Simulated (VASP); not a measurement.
The system is CdSeS4.

```
Cd Se S
1.0
     4.72404    0.00000    0.00000
     0.00000    4.72404    0.00000
     0.00000    0.00000    9.94122
Cd Se S
1 1 4
Cartesian
  0.0000 0.0000 0.0000
  2.3620 2.3620 4.9706
  2.3620 0.0000 0.0000
  0.0000 2.3620 0.0000
  0.0000 0.0000 4.0128
  0.0000 0.0000 5.9284
```

The cell was generated, and may not be a known phase.

| Quantity | Value |
| --- | --- |
| Program | VASP 6.6.1 |
| Task | relaxation of cell and atoms |
| Functional | PBE |
| Potentials or basis | VASP PAW PBE potentials, release 64 (Cd, Se, S) |
| Cutoff | 600 eV |
| k mesh | 8 × 8 × 4 |
| Occupations | gaussian, width 0.1 eV |
| Spin | no spin polarisation |

At the start: pressure 0.4 GPa; volume 36.98 Å³/atom.

Question: How do energy, volume and symmetry change on relaxing?

Answer: Over 26 steps the energy falls by 2.0 meV/atom and the volume is 40.90 Å³/atom (+10.6 %); space group P4/mmm (No. 123, to 0.1 Å) before and after.

The path:
```csv
step,energy change (eV),largest force (eV/Å),pressure (GPa),volume (Å³)
1,0.0000,0.0617,0.41,221.85
2,-0.0063,0.0089,0.08,224.90
3,-0.0064,0.0001,0.03,225.36
4,-0.0066,0.0517,0.00,225.67
5,-0.0066,0.0821,-0.02,225.86
6,-0.0066,0.0822,-0.02,225.92
7,-0.0067,0.0830,-0.02,226.12
8,-0.0070,0.0842,-0.02,226.51
9,-0.0074,0.0855,-0.03,227.30
10,-0.0083,0.0867,-0.03,228.87
11,-0.0097,0.0816,-0.03,232.01
12,-0.0115,0.0377,-0.02,238.29
13,-0.0111,0.1830,0.09,250.83
14,-0.0113,0.1431,0.08,251.56
15,-0.0115,0.0329,0.01,253.66
16,-0.0115,0.0579,0.03,253.19
17,-0.0115,0.0695,0.03,252.97
18,-0.0115,0.0648,0.03,253.05
19,-0.0115,0.0595,0.03,252.85
20,-0.0116,0.0431,0.02,252.25
21,-0.0118,0.0120,0.00,251.05
22,-0.0120,0.0446,-0.04,248.65
23,-0.0121,0.0276,-0.03,247.83
24,-0.0121,0.0179,0.00,245.77
25,-0.0121,0.0155,0.00,245.88
26,-0.0121,0.0083,0.00,245.42
```

Final structure:
```cif
data_structure
_symmetry_space_group_name_H-M 'P 1'
_symmetry_Int_Tables_number 1
_cell_length_a 4.7589
_cell_length_b 4.7589
_cell_length_c 10.8371
_cell_angle_alpha 90.000
_cell_angle_beta 90.000
_cell_angle_gamma 90.000
_cell_volume 245.42
loop_
_atom_site_label
_atom_site_type_symbol
_atom_site_fract_x
_atom_site_fract_y
_atom_site_fract_z
_atom_site_occupancy
Cd1 Cd 0.00000 0.00000 0.00000 1
Se1 Se 0.50000 0.50000 0.50000 1
S1 S 0.50000 0.00000 0.00000 1
S2 S 0.00000 0.50000 0.00000 1
S3 S 0.00000 0.00000 0.41189 1
S4 S 0.00000 0.00000 0.58811 1
```
